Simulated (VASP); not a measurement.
Write the native input for VASP 6.6.1 that does the following.

```
Task                   : single point
Functional             : PBEsol
Potentials or basis    : VASP PAW PBE potentials, release 64 (Rb_sv, Cl)
Cutoff                 : 500 eV
k mesh                 : 10 × 10 × 10
Occupations            : gaussian, width 0.05 eV
Spin                   : no spin polarisation
Dipole correction      : no
Further INCAR settings : ALGO = Normal; EDIFF = 1e-06; NBANDS = 15
```

The structure of RbCl lies in POSCAR:

```
RbCl
1.0
    0.0000000000      3.2804924899      3.2804924899
    3.2804924899      0.0000000000      3.2804924899
    3.2804924899      3.2804924899      0.0000000000
Rb Cl
1 1
Direct
    0.5000000000      0.5000000000      0.5000000000
    0.0000000000      0.0000000000      0.0000000000
```

One way to write it, as run:

INCAR

```
PREC = Accurate
ENCUT = 500
EDIFF = 1E-6
ISMEAR = 0
SIGMA = 0.05
LREAL = False
LASPH = True
NELM = 120
ALGO = Normal
ISIF = 2
LWAVE = False
LCHARG = True
GGA = PS
LELF = True
LVHAR = True
NBANDS = 15
GGA_COMPAT = False
```

KPOINTS

```
Automatic mesh
0
Gamma
  10 10 10
```

Potentials or basis: VASP PAW PBE potentials, release 64 (Rb_sv, Cl).

Command:

```console
$ cat potpaw_PBE.64/Rb_sv/POTCAR potpaw_PBE.64/Cl/POTCAR > POTCAR
$ mpirun -np 1 vasp_std > vasp.out
```

Results of the run:

```
Pressure               : -0.1 GPa
Band gap on the k mesh : 4.87 eV
```

Caveat: the PAW data sets were made with another functional, which shifts forces and pressure a little.

Wall time 46 s on 1 thread of Intel Xeon 8259CL, on a shared host, peak memory 0.22 GiB.
